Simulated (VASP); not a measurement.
Hg3Pt: relaxation of cell and atoms with LDA

Crystal: Hg3Pt.

```
Hg Pt
1.0
     4.34422    0.00000    0.00000
     0.00000    4.34422    0.00000
     0.00000    0.00000    4.34422
Hg Pt
3 1
Direct
  0.00000 0.50000 0.50000
  0.50000 0.00000 0.50000
  0.50000 0.50000 0.00000
  0.00000 0.00000 0.00000
```

| Quantity | Value |
| --- | --- |
| Program | VASP 6.6.1 |
| Task | relaxation of cell and atoms |
| Functional | LDA |
| Potentials or basis | VASP PAW LDA potentials, release 64 (Hg, Pt) |
| Cutoff | 600 eV |
| k mesh | 5 × 5 × 5 |
| Occupations | methfessel-paxton, width 0.15 eV |
| Spin | no spin polarisation |
| Target pressure | 5 GPa |
| Dipole correction | no |
| Further INCAR settings | ALGO = Normal; EDIFF = 1e-06; IBRION = 2; EDIFFG = -0.01; NSW = 80; ISIF = 3 |

```
Relaxed volume                                             : 17.94 Å³/atom
Relaxed cell                                               : a = 4.156 Å, b = 4.156 Å, c = 4.156 Å, α = 90.00°, β = 90.00°, γ = 90.00°
Space group after relaxing (to 0.1 Å)                      : Pm-3m (No. 221)
Energy change on relaxing (the run minimises the enthalpy) : -58.4 meV/atom
Ionic steps                                                : 7
Pressure after relaxing                                    : 5.0 GPa
Band gap on the k mesh                                     : zero (bands 23 and 24 overlap by 2.71 eV)
```

The path:
```
step  energy change (eV)  largest force (eV/Å)  pressure (GPa)  volume (Å³)
   1              0.0000                0.0000           -9.84        81.99
   2              1.1560                0.0000           44.36        61.46
   3             -0.2436                0.0000            4.23        72.10
   4             -0.2365                0.0000            4.78        71.85
   5             -0.2304                0.0000            5.23        71.66
   6             -0.2378                0.0000            4.71        71.89
   7             -0.2337                0.0000            4.99        71.76
```

Final structure:
```cif
data_structure
_symmetry_space_group_name_H-M 'P 1'
_symmetry_Int_Tables_number 1
_cell_length_a 4.1556
_cell_length_b 4.1556
_cell_length_c 4.1556
_cell_angle_alpha 90.000
_cell_angle_beta 90.000
_cell_angle_gamma 90.000
_cell_volume 71.76
loop_
_atom_site_label
_atom_site_type_symbol
_atom_site_fract_x
_atom_site_fract_y
_atom_site_fract_z
_atom_site_occupancy
Hg1 Hg 0.00000 0.50000 0.50000 1
Hg2 Hg 0.50000 0.00000 0.50000 1
Hg3 Hg 0.50000 0.50000 0.00000 1
Pt1 Pt 0.00000 0.00000 0.00000 1
```

Levels at points of the mesh, in eV from the Fermi level:
```tsv
k point	band 20	band 21	band 22	band 23	band 24	band 25	band 26	band 27
(0.00, 0.00, 0.00)	-1.76	-1.76	-0.67	-0.67	-0.67	2.77	2.77	3.90
```

It took 76 s on 1 thread of Intel(R) Xeon(R) Platinum 8488C (Sapphire Rapids), with other jobs on the host, peak memory 0.2 GiB.

Caveat: the cell is relaxed towards a set pressure, so the run minimises the enthalpy, not the energy; spin-orbit coupling is left out, which moves the levels of the heavy elements.
